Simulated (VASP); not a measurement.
# Ca (Pm-3m) in VASP: single point with r2SCAN

Aim: the single point of Ca with r2SCAN.

Program: VASP 6.6.1. These are calculated values, not measurements. Logs are shortened: lines on timing, memory, paths and dates and some standing lists are left out, and cuts for length are marked.

## Step 1: The cell of the first run

It takes space group Pm-3m (No. 221, cubic). The conventional cell has a = 2.615 Å, b = 2.615 Å, c = 2.615 Å, α = 90.00°, β = 90.00°, γ = 90.00°. Ca (site symmetry m-3m) has 6 Ca at 2.62 Å within 3.4 Å.

## Step 2: Single point, r2SCAN

The input, POSCAR:

```
Ca
1.0
    2.6150000000      0.0000000000      0.0000000000
    0.0000000000      2.6150000000      0.0000000000
    0.0000000000      0.0000000000      2.6150000000
Ca
1
Direct
    0.0000000000      0.0000000000      0.0000000000
```

The input, INCAR.step1:

```
ALGO = Normal
EDIFF = 1E-4
ENCUT = 520
GGA = PE
ISMEAR = 0
LASPH = T
LCHARG = F
LREAL = F
LWAVE = T
NBANDS = 11
NELM = 100
PREC = Accurate
SIGMA = 0.1
```

The input, INCAR.step2:

```
ALGO = Normal
EDIFF = 1E-7
ENCUT = 520
ISIF = 2
ISMEAR = 0
ISTART = 1
LASPH = T
LCHARG = T
LELF = T
LMIXTAU = T
LREAL = F
LVHAR = T
LWAVE = F
METAGGA = R2SCAN
NBANDS = 11
NELM = 100
PREC = Accurate
SIGMA = 0.1
```

The input, KPOINTS:

```
k-points
0
Gamma
  8 8 8
```

Potentials or basis: VASP PAW PBE potentials, release 64 (Ca_sv).

Started as:

```console
$ cat potpaw_PBE.64/Ca_sv/POTCAR > POTCAR
$ cp INCAR.step1 INCAR
$ mpirun -np 1 vasp_std > vasp.out
$ cp INCAR.step2 INCAR
$ mpirun -np 1 vasp_std > vasp.out
```

OUTCAR:

```text
EDIFF = 1E-7
   ENCUT = 520
   ISIF = 2
   ISMEAR = 0
   ISTART = 1
   LASPH = T
   LREAL = F
   METAGGA = R2SCAN
   NELM = 100
   PREC = Accurate

 ion  position               nearest neighbor table
   1  0.000  0.000  0.000-

  LATTYP: Found a simple cubic cell.
 ALAT       =     2.6150000000

  Lattice vectors:

 A1 = (   2.6150000000,   0.0000000000,   0.0000000000)
 A2 = (   0.0000000000,   2.6150000000,   0.0000000000)
 A3 = (   0.0000000000,   0.0000000000,   2.6150000000)

Analysis of symmetry for initial positions (statically):
=====================================================================
 Subroutine PRICEL returns:
 Original cell was already a primitive cell.

 Routine SETGRP: Setting up the symmetry group for a
 simple cubic supercell.

 Subroutine GETGRP returns: Found 48 space group operations
 (whereof 48 operations were pure point group operations)
 out of a pool of 48 trial point group operations.

The static configuration has the point symmetry O_h .

Analysis of symmetry for dynamics (positions and initial velocities):
=====================================================================
 Subroutine PRICEL returns:
 Original cell was already a primitive cell.

 Routine SETGRP: Setting up the symmetry group for a
 simple cubic supercell.

 Subroutine GETGRP returns: Found 48 space group operations
 (whereof 48 operations were pure point group operations)
 out of a pool of 48 trial point group operations.

The dynamic configuration has the point symmetry O_h .

 Subroutine INISYM returns: Found 48 space group operations
 (whereof 48 operations are pure point group operations),
 and found     1 'primitive' translations

----------------------------------------------------------------------------------------

                                     Primitive cell

  volume of cell :      17.8820

  direct lattice vectors                    reciprocal lattice vectors
     2.615000000  0.000000000  0.000000000     0.382409178  0.000000000  0.000000000
     0.000000000  2.615000000  0.000000000     0.000000000  0.382409178  0.000000000
     0.000000000  0.000000000  2.615000000     0.000000000  0.000000000  0.382409178

  length of vectors
     2.615000000  2.615000000  2.615000000     0.382409178  0.382409178  0.382409178

  position of ions in fractional coordinates (direct lattice)
     0.000000000  0.000000000  0.000000000

  ion indices of the primitive-cell ions
   primitive index   ion index
                 1           1

----------------------------------------------------------------------------------------

 KPOINTS: k-points

Automatic generation of k-mesh.
 Grid dimensions read from file:
 generate k-points for:    8    8    8

 Generating k-lattice:

  Cartesian coordinates                     Fractional coordinates (reciprocal lattice)
     0.047801147  0.000000000  0.000000000     0.125000000  0.000000000  0.000000000
     0.000000000  0.047801147  0.000000000     0.000000000  0.125000000  0.000000000
     0.000000000  0.000000000  0.047801147     0.000000000  0.000000000  0.125000000

  Length of vectors
     0.047801147  0.047801147  0.047801147

  Shift w.r.t. Gamma in fractional coordinates (k-lattice)
     0.000000000  0.000000000  0.000000000

 Subroutine IBZKPT returns following result:
 ===========================================

 Found     35 irreducible k-points:

 Following reciprocal coordinates:
            Coordinates               Weight
  0.000000  0.000000  0.000000      1.000000
  0.125000  0.000000  0.000000      6.000000
  0.250000  0.000000  0.000000      6.000000
  0.375000  0.000000  0.000000      6.000000
  0.500000  0.000000  0.000000      3.000000
  0.125000  0.125000  0.000000     12.000000
[... 16 lines left out ...]
  0.375000  0.375000  0.125000     24.000000
  0.500000  0.375000  0.125000     24.000000
 [... further k-points ...]
   k-points           NKPTS =     35   k-points in BZ     NKDIM =     35   number of bands    NBANDS=     11
   number of dos      NEDOS =    301   number of ions     NIONS =      1
   total plane-waves  NPLWV =   8000
   dimension x,y,z NGX =    20 NGY =   20 NGZ =   20
   dimension x,y,z NGXF=    40 NGYF=   40 NGZF=   40
   ions per type =               1
   NGX,Y,Z   is equivalent  to a cutoff of  12.71, 12.71, 12.71 a.u.
   NGXF,Y,Z  is equivalent  to a cutoff of  25.43, 25.43, 25.43 a.u.
 SYSTEM =  unknown system
   PREC   = accura    normal or accurate (medium, high low for compatibility)
   ISTART =      1    job   : 0-new  1-cont  2-samecut
   ICHARG =      0    charge: 1-file 2-atom 10-const
   ISPIN  =      1    spin polarized calculation?
   LNONCOLLINEAR =      F non collinear calculations
   LSORBIT =      F    spin-orbit coupling
   LASPH  =      T    aspherical Exc in radial PAW
   ENCUT  =  520.0 eV  38.22 Ry    6.18 a.u.   4.86  4.86  4.86*2*pi/ulx,y,z
   NELM   =    100;   NELMIN=  2; NELMDL=  0     # of ELM steps
   EDIFF  = 0.1E-06   stopping-criterion for ELM
   LREAL  =      F    real-space projection
   EDIFFG = 0.1E-05   stopping-criterion for IOM
   NSW    =      0    number of steps for IOM
   IBRION =     -1    ionic relax: 0-MD 1-quasi-New 2-CG
   NFREE  =      0    steps in history (QN), initial steepest desc. (CG)
   ISIF   =      2    stress and relaxation
   ISYM   =      2    0-nonsym 1-usesym 2-fastsym
   POTIM  = 0.5000    time-step for ionic-motion
   TEBEG  =    0.0;   TEEND  =   0.0 temperature during run
   PSTRESS=    0.0 pullay stress
   NELECT =      10.0000    total number of electrons
   NUPDOWN=      -1.0000    fix difference up-down
   EMIN   =  10.00;   EMAX   =-10.00  energy-range for DOS
   EFERMI =   0.00;   METHOD = LEGACY
   ISMEAR =     0;   SIGMA  =   0.10  broadening in eV -4-tet -1-fermi 0-gaus
   EFERMI_NEDOS =   21; number of points for ismear=-14 and -15
   IALGO  =     38    algorithm
   IMIX   =      4    mixing-type and parameters
     AMIX     =   0.40;   BMIX     =  1.00
     AMIX_MAG =   1.60;   BMIX_MAG =  1.00
  volume/ion in A,a.u.               =      17.88       120.67
  Fermi-wavevector in a.u.,A,eV,Ry     =   1.348766  2.548797 24.751291  1.819169
  Thomas-Fermi vector in A             =   2.476408
   LORBIT       =      0    0 simple, 1 ext, 2 COOP (PROOUT), +10 PAW based schemes
   METAGGA = R2SCAN    functional components
   LHFCALC =     F    Hartree Fock is set to
   AEXX    =    0.0000 exact exchange contribution
   IVDW    =     0    specifies the selected vdW correction
   LEPSILON=     F    determine dielectric tensor
   LRPA    =     F    only Hartree local field effects (RPA)
 non-spin polarized calculation
 Gauss-broadening in eV      SIGMA  =   0.10
  energy-cutoff  :      520.00
  volume of cell :       17.88
 maximum number of plane-waves:       500
 NGX is ok and might be reduce to    20
   NGX =  9   NGY =  9   NGZ =  9

 number of electron      10.0000002 magnetization

 Free energy of the ion-electron system (eV)
  ---------------------------------------------------
  ext. energy  EPLUGINS =         0.00000000
  ---------------------------------------------------
  free energy    TOTEN  =        -4.91364115 eV

  energy without entropy =       -4.91061342  energy(sigma->0) =       -4.91212728

 E-fermi :   6.6919     XC(G=0): -11.6807

 val. band max:        6.6348485124   @ k =   0.5000   0.3750   0.3750
 cond. band min:       6.7029391382   @ k =   0.5000   0.1250   0.1250
 fundamental gap:      0.0680906259
 Fermi energy:         6.6919089627

 k-point     1 :       0.0000    0.0000    0.0000
  band No.  band energies     occupation
      1     -36.7239      2.00000
      2     -15.4826      2.00000
      3     -15.4826      2.00000
      4     -15.4826      2.00000
      5       2.2356      2.00000
      6       6.8854      0.00622
      7       6.8854      0.00621
      8      14.8401      0.00000
      9      14.8401      0.00000
     10      14.8401      0.00000
     11      24.4961      0.00000

 k-point     2 :       0.1250    0.0000    0.0000
  band No.  band energies     occupation
      1     -36.6600      2.00000
      2     -15.8966      2.00000
      3     -15.4467      2.00000
      4     -15.4467      2.00000
      5       2.7399      2.00000
      6       7.0434      0.00000
      7       7.4013      0.00000
      8      14.1778      0.00000
      9      14.1778      0.00000
     10      14.8887      0.00000
     11      22.3310      0.00000

 k-point     3 :       0.2500    0.0000    0.0000
  band No.  band energies     occupation
      1     -36.5017      2.00000
      2     -16.8208      2.00000
      3     -15.3587      2.00000
      4     -15.3587      2.00000
      5       3.9851      2.00000
      6       7.4535      0.00000
      7       8.5146      0.00000
      8      12.8749      0.00000
      9      12.8750      0.00000
     10      15.0079      0.00000
     11      19.6605      0.00000

 k-point     4 :       0.3750    0.0000    0.0000
  band No.  band energies     occupation
      1     -36.3368      2.00000
      2     -17.6640      2.00000
      3     -15.2690      2.00000
      4     -15.2690      2.00000
      5       5.5940      2.00000
      6       7.9137      0.00000
      7       8.8137      0.00000
      8      11.8147      0.00000
      9      11.8147      0.00000
     10      15.1301      0.00000
     11      18.7859      0.00000
[... 239 lines left out ...]
 k-point    22 :       0.5000    0.2500    0.1250
  band No.  band energies     occupation
      1     -36.0045      2.00000
      2     -17.6849      2.00000
      3     -16.3771      2.00000
      4     -15.4667      2.00000
      5       5.5234      2.00000
      6       8.8918      0.00000
      7       9.8804      0.00000
      8      10.5754      0.00000
      9      13.1386      0.00000
     10      15.0135      0.00000
     11      18.8974      0.00000

 k-point    23 :       0.3750    0.3750    0.1250
  band No.  band energies     occupation
      1     -35.9192      2.00000
      2     -17.2336      2.00000
      3     -17.1737      2.00000
      4     -15.4141      2.00000
      5       4.7098      2.00000
      6       9.1005      0.00000
      7      10.6226      0.00000
      8      10.8259      0.00000
      9      13.9148      0.00000
     10      14.8402      0.00000
     11      19.3150      0.00000

 k-point    24 :       0.5000    0.3750    0.1250
  band No.  band energies     occupation
      1     -35.8544      2.00000
      2     -17.5069      2.00000
      3     -17.1322      2.00000
      4     -15.3744      2.00000
      5       4.3367      2.00000
      6       9.5476      0.00000
      7      10.1754      0.00000
      8      10.9091      0.00000
      9      14.4530      0.00000
     10      16.1491      0.00000
     11      18.2678      0.00000

 [... further k-points ...]

------------------------ aborting loop because EDIFF is reached ----------------------------------------

  FORCE on cell =-STRESS in cart. coord.  units (eV):
  Direction    XX          YY          ZZ          XY          YZ          ZX
  --------------------------------------------------------------------------------------
  -------------------------------------------------------------------------------------
  Total        4.6841811      4.6841811      4.6841811      0.0000000      0.0000000      0.0000000
  in kB      419.6905409    419.6905409    419.6905409      0.0000000      0.0000000      0.0000000
  external PRESSURE =     419.6905409 kB  Pullay stress =       0.0000000 kB

 VOLUME and BASIS-vectors are now :
 -----------------------------------------------------------------------------
  energy-cutoff  :      520.00
  volume of cell :       17.88
      direct lattice vectors                 reciprocal lattice vectors
     2.615000000  0.000000000  0.000000000     0.382409178  0.000000000  0.000000000
     0.000000000  2.615000000  0.000000000     0.000000000  0.382409178  0.000000000
     0.000000000  0.000000000  2.615000000     0.000000000  0.000000000  0.382409178

 POSITION                                       TOTAL-FORCE (eV/Angst)
 -----------------------------------------------------------------------------------
      0.00000      0.00000      0.00000         0.000000      0.000000      0.000000
 -----------------------------------------------------------------------------------
    total drift:                               -0.000000      0.000000      0.000000

  FREE ENERGIE OF THE ION-ELECTRON SYSTEM (eV)
  ---------------------------------------------------
  free  energy   TOTEN  =        -4.9136411485 eV

  energy  without entropy=       -4.9106134164  energy(sigma->0) =       -4.91212728
```

Run time: 17 s. Hardware: 1 thread of Intel Xeon 6975P-C, shared host; peak memory 0.13 GiB.

Results:

```
Free energy            : -4.9136 eV
Pressure               : 42.0 GPa
Band gap on the k mesh : zero (band 5 reaches 7.08 eV, above the bottom of band 6 at 6.08 eV)
```

Levels at points of the mesh, in eV from the Fermi level:
```tsv
k point	band 2	band 3	band 4	band 5	band 6	band 7	band 8	band 9
(0.00, 0.00, 0.00)	-22.17	-22.17	-22.17	-4.46	0.19	0.19	8.15	8.15
(0.50, 0.00, 0.00)	-24.69	-21.92	-21.92	0.21	1.33	1.43	4.73	4.73
(0.50, 0.50, 0.00)	-24.18	-24.18	-21.70	-3.08	2.47	5.60	5.60	7.92
(0.50, 0.50, 0.50)	-23.76	-23.76	-23.76	-0.61	-0.61	-0.61	7.57	10.33
```

Caveat: the PAW data sets were made with another functional, which shifts forces and pressure a little.
